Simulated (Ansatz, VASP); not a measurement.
# LiGe2P3: VASP beside Ansatz

File INCAR:

```
PREC = Accurate
ENCUT = 600
EDIFF = 1E-6
ISMEAR = 0
SIGMA = 0.1
LREAL = False
LASPH = True
NELM = 100
ALGO = Normal
ISIF = 3
LWAVE = False
LCHARG = False
GGA = PE
IBRION = 2
NSW = 90
EDIFFG = -0.04
```

KPOINTS

```
regular mesh
0
Gamma
  4 4 4
```

Contents of POSCAR:

```
LiGe2P3
1.0
    3.7437330095      0.0000000000      0.0000000000
    0.0000000000      3.7437330095      0.0000000000
    0.0000000000      0.0000000000      7.0294258112
Li Ge P
1 2 3
Direct
    0.0000000000      0.0000000000      0.0000000000
    0.0000000000      0.5000000000      0.6753213232
    0.5000000000      0.0000000000      0.3246786768
    0.0000000000      0.5000000000      0.3003273366
    0.5000000000      0.0000000000      0.6996726634
    0.5000000000      0.5000000000      0.0000000000
```

Input for Ansatz:

```yaml
crystal:
  lattice:
    - [3.7437330095, 0.0, 0.0]
    - [0.0, 3.7437330095, 0.0]
    - [0.0, 0.0, 7.0294258112]
  atoms:
    - { symbol: Li, position: [0.0, 0.0, 0.0] }
    - { symbol: Ge, position: [0.0, 0.5, 0.6753213232] }
    - { symbol: Ge, position: [0.5, 0.0, 0.3246786768] }
    - { symbol: P, position: [0.0, 0.5, 0.3003273366] }
    - { symbol: P, position: [0.5, 0.0, 0.6996726634] }
    - { symbol: P, position: [0.5, 0.5, 0.0] }
basis:
  ecutwfc: 420
kpoints:
  mp_grid: { grid: [4, 4, 4] }
hamiltonian:
  xc: pbe
scf:
  occupations: { method: gaussian, width: 0.1 }
  lower_state_search: "off"
output:
  forces: true
  stress: true
  eigenvalues: true
relax:
  adjacent_minimum: "off"
  f_tol: 0.04
  max_steps: 70
  cell: { stress_tol: 0.4 }
```

Alike in both runs: task relaxation of cell and atoms; functional PBE; k mesh 4 × 4 × 4; occupations gaussian, width 0.1 eV; no spin polarisation.

```csv
,VASP,Ansatz
version,VASP 6.6.1,Ansatz 0.2.0
potentials or method,"VASP PAW PBE potentials, release 64 (Li_sv, Ge_d, P), cutoff 600 eV","scalar-relativistic, plane waves, PAW"
valence electrons in the cell,46,46
```

|  | VASP | Ansatz | Ansatz less VASP |
| --- | --- | --- | --- |
| gap on the k mesh at the Fermi level, each at its own relaxed structure (eV) | none | none | - |
| relaxed volume (Å³/atom) | 16.54 | 16.48 | -0.058 |
| relaxed cell length with the largest relative difference (Å) | 6.934 | 6.983 | +0.0488 |

A gap of «none» marks a metal or a gap that the smearing closes.

The k mesh is coarse, so the values compare programs but aren't converged. Noted on VASP's run: the cutoff is short for stress, so the pressure is rough.
